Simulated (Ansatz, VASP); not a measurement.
## Two plane-wave programs on ZnS

```
Zn S
1.0
     0.00000    2.64684    2.64684
     2.64684    0.00000    2.64684
     2.64684    2.64684    0.00000
Zn S
1 1
Direct
  0.75000 0.75000 0.75000
  0.00000 0.00000 0.00000
```

Alike in both runs: task single point; functional r2SCAN; k mesh 9 × 9 × 9; occupations fermi-dirac, width 0.05 eV; no spin polarisation.

|  | VASP | Ansatz |
| --- | --- | --- |
| version | VASP 6.6.1 | Ansatz 0.2.0 |
| potentials or method | VASP PAW PBE potentials, release 64 (Zn, S) | Ansatz PAW |
| plane-wave cutoff (eV) | 520 | 500 |
| valence electrons in the cell | 18 | 18 |

|  | VASP | Ansatz | Ansatz less VASP |
| --- | --- | --- | --- |
| gap on the k mesh at the Fermi level (eV) | 2.97 | 2.95 | -0.016 |
| least direct gap on the mesh (eV) | 2.97 | 2.95 | -0.016 |
| pressure (GPa) | 4.7 | 4.7 | -0.01 |

VASP's potentials were made for PBE, not for r2SCAN.

Noted on Ansatz's run: odd divisions of the mesh miss points on the zone boundary, where band edges often lie, so the gap on the mesh can be too wide.
